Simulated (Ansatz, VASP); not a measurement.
## TiC in VASP and in Ansatz

```
Ti C
1.0
     3.06370    0.00000    0.00000
     0.00000    3.06370    0.00000
     0.00000    0.00000   20.33270
Ti C
3 3
Direct
  0.25000 0.25000 0.39345
  0.75000 0.75000 0.50000
  0.25000 0.25000 0.60655
  0.75000 0.75000 0.39345
  0.25000 0.25000 0.50000
  0.75000 0.75000 0.60655
```

Alike in both runs: task single point; functional PBE; k mesh 13 × 13 × 1; occupations fermi-dirac, width 0.05 eV; no spin polarisation.

|  | VASP | Ansatz |
| --- | --- | --- |
| version | VASP 6.6.1 | Ansatz 0.2.0 |
| potentials or method | VASP PAW PBE potentials, release 64 (Ti_sv, C), cutoff 520 eV | all-electron LAPW, scalar-relativistic |

|  | VASP | Ansatz | Ansatz less VASP |
| --- | --- | --- | --- |
| rms of the force components (eV/Å) | 0.539 | 0.539 | -0.0003 |

Ansatz ran all-electron here, and VASP with PAW potentials. Ansatz's warnings: vacuum below fermi.
